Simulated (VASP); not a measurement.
# P (Im-3m) in VASP: notebook

P is run at these levels: PBE; tasks: single point, relaxation of cell and atoms.

All numbers are computed with VASP 6.6.1; they aren't measurements. Logs are shortened: lines on timing, memory, paths and dates and some standing lists are left out, and cuts for length are marked.

**1. The cell of the first run**

It takes space group Im-3m (No. 229, cubic). The conventional cell has a = 4.676 Å, b = 4.676 Å, c = 4.676 Å, α = 90.00°, β = 90.00°, γ = 90.00°. Within 3.1 Å of P (site symmetry 4/mmm) lie 4 P at 2.34 Å.

**2. Single point, PBE**

INCAR

```
PREC = Accurate
ENCUT = 520
EDIFF = 1E-6
ISMEAR = 0
SIGMA = 0.1
LREAL = False
LASPH = True
NELM = 80
ALGO = Normal
ISIF = 2
LWAVE = False
LCHARG = False
GGA = PE
NBANDS = 14
```

KPOINTS

```
Automatic mesh
0
Gamma
  6 6 6
```

POSCAR

```
P
1.0
   -2.3381786857      2.3381786857      2.3381786857
    2.3381786857     -2.3381786857      2.3381786857
    2.3381786857      2.3381786857     -2.3381786857
P
3
Direct
    0.0000000000      0.5000000000      0.5000000000
    0.5000000000      0.0000000000      0.5000000000
    0.5000000000      0.5000000000      0.0000000000
```

Potentials or basis: VASP PAW PBE potentials, release 64 (P).

Launch:

```bash
cat potpaw_PBE.64/P/POTCAR > POTCAR
mpirun -np 1 vasp_std > vasp.out
```

OUTCAR:

```text
PREC = Accurate
   ENCUT = 520
   EDIFF = 1E-6
   ISMEAR = 0
   LREAL = False
   LASPH = True
   NELM = 80
   ISIF = 2
   GGA = PE

 ion  position               nearest neighbor table
   1  0.000  0.500  0.500-   2 2.34   3 2.34   3 2.34   2 2.34
   2  0.500  0.000  0.500-   1 2.34   3 2.34   3 2.34   1 2.34
   3  0.500  0.500  0.000-   1 2.34   2 2.34   2 2.34   1 2.34

  LATTYP: Found a body centered cubic cell.
 ALAT       =     4.6763573714

  Lattice vectors:

 A1 = (  -2.3381786857,   2.3381786857,   2.3381786857)
 A2 = (   2.3381786857,  -2.3381786857,   2.3381786857)
 A3 = (   2.3381786857,   2.3381786857,  -2.3381786857)

Analysis of symmetry for initial positions (statically):
=====================================================================
 Subroutine PRICEL returns:
 Original cell was already a primitive cell.

 Routine SETGRP: Setting up the symmetry group for a
 body centered cubic supercell.

 Subroutine GETGRP returns: Found 48 space group operations
 (whereof 48 operations were pure point group operations)
 out of a pool of 48 trial point group operations.

The static configuration has the point symmetry O_h .

Analysis of symmetry for dynamics (positions and initial velocities):
=====================================================================
 Subroutine PRICEL returns:
 Original cell was already a primitive cell.

 Routine SETGRP: Setting up the symmetry group for a
 body centered cubic supercell.

 Subroutine GETGRP returns: Found 48 space group operations
 (whereof 48 operations were pure point group operations)
 out of a pool of 48 trial point group operations.

The dynamic configuration has the point symmetry O_h .

 Subroutine INISYM returns: Found 48 space group operations
 (whereof 48 operations are pure point group operations),
 and found     1 'primitive' translations

----------------------------------------------------------------------------------------

                                     Primitive cell

  volume of cell :      51.1320

  direct lattice vectors                    reciprocal lattice vectors
    -2.338178686  2.338178686  2.338178686     0.000000000  0.213841655  0.213841655
     2.338178686 -2.338178686  2.338178686     0.213841655  0.000000000  0.213841655
     2.338178686  2.338178686 -2.338178686     0.213841655  0.213841655  0.000000000

  length of vectors
     4.049844281  4.049844281  4.049844281     0.302417769  0.302417769  0.302417769

  position of ions in fractional coordinates (direct lattice)
     0.000000000  0.500000000  0.500000000
     0.500000000  0.000000000  0.500000000
     0.500000000  0.500000000  0.000000000

  ion indices of the primitive-cell ions
   primitive index   ion index
                 1           1
                 2           2
                 3           3

----------------------------------------------------------------------------------------

 KPOINTS: Automatic mesh

Automatic generation of k-mesh.
 Grid dimensions read from file:
 generate k-points for:    6    6    6

 Generating k-lattice:

  Cartesian coordinates                     Fractional coordinates (reciprocal lattice)
     0.000000000  0.035640276  0.035640276     0.166666667  0.000000000  0.000000000
     0.035640276  0.000000000  0.035640276     0.000000000  0.166666667  0.000000000
     0.035640276  0.035640276  0.000000000     0.000000000  0.000000000  0.166666667

  Length of vectors
     0.050402961  0.050402961  0.050402961

  Shift w.r.t. Gamma in fractional coordinates (k-lattice)
     0.000000000  0.000000000  0.000000000

 Subroutine IBZKPT returns following result:
 ===========================================

 Found     16 irreducible k-points:

 Following reciprocal coordinates:
            Coordinates               Weight
  0.000000  0.000000  0.000000      1.000000
  0.166667  0.000000  0.000000     12.000000
  0.333333  0.000000  0.000000     12.000000
  0.500000  0.000000  0.000000      6.000000
  0.166667  0.166667  0.000000     24.000000
  0.333333  0.166667  0.000000     48.000000
[... 8 lines left out ...]
  0.500000  0.500000  0.333333     12.000000
  0.500000  0.500000  0.500000      1.000000
   k-points           NKPTS =     16   k-points in BZ     NKDIM =     16   number of bands    NBANDS=     14
   number of dos      NEDOS =    301   number of ions     NIONS =      3
   total plane-waves  NPLWV =  27000
   dimension x,y,z NGX =    30 NGY =   30 NGZ =   30
   dimension x,y,z NGXF=    60 NGYF=   60 NGZF=   60
   ions per type =               3
   NGX,Y,Z   is equivalent  to a cutoff of  12.31, 12.31, 12.31 a.u.
   NGXF,Y,Z  is equivalent  to a cutoff of  24.63, 24.63, 24.63 a.u.
 SYSTEM =  unknown system
   PREC   = accura    normal or accurate (medium, high low for compatibility)
   ISTART =      0    job   : 0-new  1-cont  2-samecut
   ICHARG =      2    charge: 1-file 2-atom 10-const
   ISPIN  =      1    spin polarized calculation?
   LNONCOLLINEAR =      F non collinear calculations
   LSORBIT =      F    spin-orbit coupling
   LASPH  =      T    aspherical Exc in radial PAW
   ENCUT  =  520.0 eV  38.22 Ry    6.18 a.u.   7.53  7.53  7.53*2*pi/ulx,y,z
   NELM   =     80;   NELMIN=  2; NELMDL= -5     # of ELM steps
   EDIFF  = 0.1E-05   stopping-criterion for ELM
   LREAL  =      F    real-space projection
   EDIFFG = 0.1E-04   stopping-criterion for IOM
   NSW    =      0    number of steps for IOM
   IBRION =     -1    ionic relax: 0-MD 1-quasi-New 2-CG
   NFREE  =      0    steps in history (QN), initial steepest desc. (CG)
   ISIF   =      2    stress and relaxation
   ISYM   =      2    0-nonsym 1-usesym 2-fastsym
   POTIM  = 0.5000    time-step for ionic-motion
   TEBEG  =    0.0;   TEEND  =   0.0 temperature during run
   PSTRESS=    0.0 pullay stress
   NELECT =      15.0000    total number of electrons
   NUPDOWN=      -1.0000    fix difference up-down
   EMIN   =  10.00;   EMAX   =-10.00  energy-range for DOS
   EFERMI =   0.00;   METHOD = LEGACY
   ISMEAR =     0;   SIGMA  =   0.10  broadening in eV -4-tet -1-fermi 0-gaus
   EFERMI_NEDOS =   21; number of points for ismear=-14 and -15
   IALGO  =     38    algorithm
   IMIX   =      4    mixing-type and parameters
     AMIX     =   0.40;   BMIX     =  1.00
     AMIX_MAG =   1.60;   BMIX_MAG =  1.00
  volume/ion in A,a.u.               =      17.04       115.02
  Fermi-wavevector in a.u.,A,eV,Ry     =   1.087780  2.055605 16.099289  1.183264
  Thomas-Fermi vector in A             =   2.223947
   LORBIT       =      0    0 simple, 1 ext, 2 COOP (PROOUT), +10 PAW based schemes
   GGA     = PE    functional components
   LHFCALC =     F    Hartree Fock is set to
   AEXX    =    0.0000 exact exchange contribution
   IVDW    =     0    specifies the selected vdW correction
   LEPSILON=     F    determine dielectric tensor
   LRPA    =     F    only Hartree local field effects (RPA)
 non-spin polarized calculation
 Gauss-broadening in eV      SIGMA  =   0.10
  energy-cutoff  :      520.00
  volume of cell :       51.13
 maximum number of plane-waves:      1409
   NGX = 15   NGY = 15   NGZ = 15

 number of electron      14.9999997 magnetization

 Free energy of the ion-electron system (eV)
  ---------------------------------------------------
  ext. energy  EPLUGINS =         0.00000000
  ---------------------------------------------------
  free energy    TOTEN  =       -14.10887049 eV

  energy without entropy =      -14.10102336  energy(sigma->0) =      -14.10494693

 E-fermi :   7.3450     XC(G=0): -10.5112

 val. band max:        7.3160200671   @ k =  -0.3333   0.3333   0.3333
 cond. band min:       7.4896320624   @ k =   0.1667   0.1667   0.0000
 fundamental gap:      0.1736119953
 Fermi energy:         7.3450144506

 k-point     1 :       0.0000    0.0000    0.0000
  band No.  band energies     occupation
      1      -8.2213      2.00000
      2       1.0978      2.00000
      3       1.0978      2.00000
      4       2.0805      2.00000
      5       2.0805      2.00000
      6       2.0805      2.00000
      7       6.7638      2.00000
      8       6.7638      2.00000
      9       6.7638      2.00000
     10      10.0449      0.00000
     11      10.0449      0.00000
     12      10.0449      0.00000
     13      12.1606      0.00000
     14      16.2888      0.00000

 k-point     2 :       0.1667    0.0000    0.0000
  band No.  band energies     occupation
      1      -7.9093      2.00000
      2      -0.8952      2.00000
      3       0.1982      2.00000
      4       1.8407      2.00000
      5       3.2392      2.00000
      6       3.9634      2.00000
      7       5.6648      2.00000
      8       6.1324      2.00000
      9       7.2806      1.63745
     10      10.9468      0.00000
     11      11.2651      0.00000
     12      11.3857      0.00000
     13      13.1731      0.00000
     14      13.2444      0.00000

 k-point     3 :       0.3333    0.0000    0.0000
  band No.  band energies     occupation
      1      -7.0094      2.00000
      2      -3.1777      2.00000
      3      -0.6181      2.00000
      4       1.4329      2.00000
      5       4.4515      2.00000
      6       4.7920      2.00000
      7       5.3519      2.00000
      8       6.1099      2.00000
      9       8.4868      0.00000
     10      10.5943      0.00000
     11      11.4236      0.00000
     12      13.3083      0.00000
     13      13.6230      0.00000
     14      13.7148      0.00000
[... 188 lines left out ...]
 k-point    15 :       0.5000    0.5000    0.3333
  band No.  band energies     occupation
      1      -5.0916      2.00000
      2      -4.5965      2.00000
      3      -0.6971      2.00000
      4       0.1072      2.00000
      5       0.9357      2.00000
      6       3.2101      2.00000
      7       7.2004      1.95913
      8       7.7244      0.00000
      9       8.9029      0.00000
     10      13.7902      0.00000
     11      14.3146      0.00000
     12      14.3624      0.00000
     13      14.8050      0.00000
     14      15.6707      0.00000

 k-point    16 :       0.5000    0.5000    0.5000
  band No.  band energies     occupation
      1      -4.6137      2.00000
      2      -4.6137      2.00000
      3      -0.1501      2.00000
      4      -0.1501      2.00000
      5      -0.1501      2.00000
      6       1.8933      2.00000
      7       8.6553      0.00000
      8       8.6553      0.00000
      9       8.6553      0.00000
     10      14.0644      0.00000
     11      14.0644      0.00000
     12      14.0644      0.00000
     13      15.0640      0.00000
     14      17.1384      0.00000

------------------------ aborting loop because EDIFF is reached ----------------------------------------

  FORCE on cell =-STRESS in cart. coord.  units (eV):
  Direction    XX          YY          ZZ          XY          YZ          ZX
  --------------------------------------------------------------------------------------
  -------------------------------------------------------------------------------------
  Total       -0.0748874     -0.0748874     -0.0748874      0.0000000     -0.0000000     -0.0000000
  in kB       -2.3465303     -2.3465303     -2.3465303      0.0000000     -0.0000000     -0.0000000
  external PRESSURE =      -2.3465303 kB  Pullay stress =       0.0000000 kB

 VOLUME and BASIS-vectors are now :
 -----------------------------------------------------------------------------
  energy-cutoff  :      520.00
  volume of cell :       51.13
      direct lattice vectors                 reciprocal lattice vectors
    -2.338178686  2.338178686  2.338178686     0.000000000  0.213841655  0.213841655
     2.338178686 -2.338178686  2.338178686     0.213841655  0.000000000  0.213841655
     2.338178686  2.338178686 -2.338178686     0.213841655  0.213841655  0.000000000

 POSITION                                       TOTAL-FORCE (eV/Angst)
 -----------------------------------------------------------------------------------
      2.33818      0.00000      0.00000        -0.000000     -0.000000     -0.000000
      0.00000      2.33818      0.00000         0.000000      0.000000     -0.000000
      0.00000      0.00000      2.33818         0.000000      0.000000      0.000000
 -----------------------------------------------------------------------------------
    total drift:                               -0.000000     -0.000000      0.000000

  FREE ENERGIE OF THE ION-ELECTRON SYSTEM (eV)
  ---------------------------------------------------
  free  energy   TOTEN  =       -14.1088704919 eV

  energy  without entropy=      -14.1010233583  energy(sigma->0) =      -14.10494693
```

Run time: 8.7 s. Hardware: 1 thread of Intel Xeon Platinum 8488C (Sapphire Rapids), shared host; peak memory 0.15 GiB.

What came out:

| Property | Result |
| --- | --- |
| Free energy | -14.1089 eV |
| Pressure | -0.2 GPa |

Levels at points of the mesh, in eV from the Fermi level:
```
           k point  band 4  band 5  band 6  band 7  band 8  band 9  band 10  band 11
(0.00, 0.00, 0.00)   -5.26   -5.26   -5.26   -0.58   -0.58   -0.58     2.70     2.70
(0.50, 0.00, 0.00)   -6.09   -3.30   -2.28   -1.56    0.15    1.18     2.53     2.70
(0.50, 0.50, 0.50)   -7.50   -7.50   -5.45    1.31    1.31    1.31     6.72     6.72
```

**3. Single point, PBE**

This run uses another cell than the first one, of 22.50 Å³/atom, 1.320 times its volume.

INCAR

```
SYSTEM = P
ALGO     = Normal         ! electronic algorithm
EDIFF    = 1E-6           ! SCF threshold, eV
ENCUT    = 520            ! plane-wave cutoff, eV
GGA      = PE             ! functional
ISIF     = 2              ! what is computed and relaxed
ISMEAR   = 0              ! smearing method
LASPH    = .True.         ! aspherical terms in the spheres
LCHARG   = .False.        ! write CHGCAR
LREAL    = .False.        ! projectors in reciprocal space
LWAVE    = .False.        ! write WAVECAR
NBANDS   = 14             ! bands
NELM     = 80             ! most SCF steps
PREC     = Accurate       ! precision mode
SIGMA    = 0.1            ! smearing width, eV
```

KPOINTS

```
k-points
0
Gamma
  6 6 6
  0 0 0
```

POSCAR

```
P
1.0
   -2.5651342700      2.5651342700      2.5651342700
    2.5651342700     -2.5651342700      2.5651342700
    2.5651342700      2.5651342700     -2.5651342700
P
3
Direct
    0.0000000000      0.5000000000      0.5000000000
    0.5000000000      0.0000000000      0.5000000000
    0.5000000000      0.5000000000      0.0000000000
```

Potentials or basis: VASP PAW PBE potentials, release 64 (P).

Launch:

```bash
cat potpaw_PBE.64/P/POTCAR > POTCAR
mpirun -np 1 vasp_std > vasp.out
```

Run time: 10 s. Hardware: 1 thread of Intel Xeon Platinum 8488C (Sapphire Rapids), shared host; peak memory 0.19 GiB.

Results (log left out):

```yaml
Free_energy: -13.2423 eV
Pressure: -13.0 GPa
```

Levels at points of the mesh, in eV from the Fermi level:
```csv
k point,band 4,band 5,band 6,band 7,band 8,band 9,band 10,band 11
"(0.00, 0.00, 0.00)",-4.14,-4.14,-4.14,-0.36,-0.36,-0.36,3.83,3.83
"(0.50, 0.00, 0.00)",-4.67,-2.37,-1.34,-1.14,-0.03,0.50,1.45,1.84
"(0.50, 0.50, 0.50)",-5.67,-5.67,-5.67,0.86,0.86,0.86,6.40,6.89
```

**4. Relaxation of cell and atoms, PBE**

This run uses another cell than the first one, of 22.50 Å³/atom, 1.320 times its volume.

INCAR

```
SYSTEM = P
PREC     = Accurate       ! precision mode
ENCUT    = 600            ! plane-wave cutoff, eV
EDIFF    = 1E-6           ! SCF threshold, eV
ISMEAR   = 0              ! smearing method
SIGMA    = 0.1            ! smearing width, eV
LREAL    = .False.        ! projectors in reciprocal space
LASPH    = .True.         ! aspherical terms in the spheres
NELM     = 100            ! most SCF steps
ALGO     = Normal         ! electronic algorithm
ISIF     = 3              ! what is computed and relaxed
LWAVE    = .False.        ! write WAVECAR
LCHARG   = .False.        ! write CHGCAR
GGA      = PE             ! functional
IBRION   = 2              ! ionic algorithm
NSW      = 90             ! ionic steps
EDIFFG   = -0.04          ! ionic threshold
```

KPOINTS

```
Automatic mesh
0
Gamma
  6 6 6
  0 0 0
```

POSCAR is that of step 3.

Launch:

```bash
cat potpaw_PBE.64/P/POTCAR > POTCAR
mpirun -np 1 vasp_std > vasp.out
```

Run time: 17 s. Hardware: 1 thread of Intel Xeon Platinum 8488C (Sapphire Rapids), shared host; peak memory 0.19 GiB.

Results (log left out):

```
Free energy                            : -14.1097 eV
Relaxed volume                         : 17.06 Å³/atom
Relaxed cell                           : a = 4.051 Å, b = 4.051 Å, c = 4.051 Å, α = 109.47°, β = 109.47°, γ = 109.47°
Space group after relaxing (to 0.05 Å) : Im-3m (No. 229)
Energy gained by relaxing              : 289.0 meV/atom
Ionic steps                            : 2
Pressure after relaxing                : -0.3 GPa
```

Step by step:
```tsv
step	energy change (eV)	largest force (eV/Å)	pressure (GPa)	volume (Å³)
1	0.0000	0.0000	-13.02	67.51
2	-0.8671	0.0000	-0.28	51.17
```

Final structure:
```
CELL_PARAMETERS angstrom
-2.33883 2.33883 2.33883
2.33883 -2.33883 2.33883
2.33883 2.33883 -2.33883
ATOMIC_POSITIONS crystal
P 0.00000 0.50000 0.50000
P 0.50000 0.00000 0.50000
P 0.50000 0.50000 0.00000
```

Levels at points of the mesh, in eV from the Fermi level:
```csv
k point,band 3,band 4,band 5,band 6,band 7,band 8,band 9,band 10,band 11
"(0.00, 0.00, 0.00)",-6.25,-5.26,-5.26,-5.26,-0.58,-0.58,-0.58,2.70,2.70
"(0.50, 0.00, 0.00)",-8.25,-6.09,-3.30,-2.28,-1.56,0.15,1.18,2.52,2.70
"(0.50, 0.50, 0.50)",-7.49,-7.49,-7.49,-5.45,1.31,1.31,1.31,6.72,6.72
```

Caveat: the volume moved by over 15 % at a fixed basis, so the end points are rough.

(Continued in part 2 of 2.)
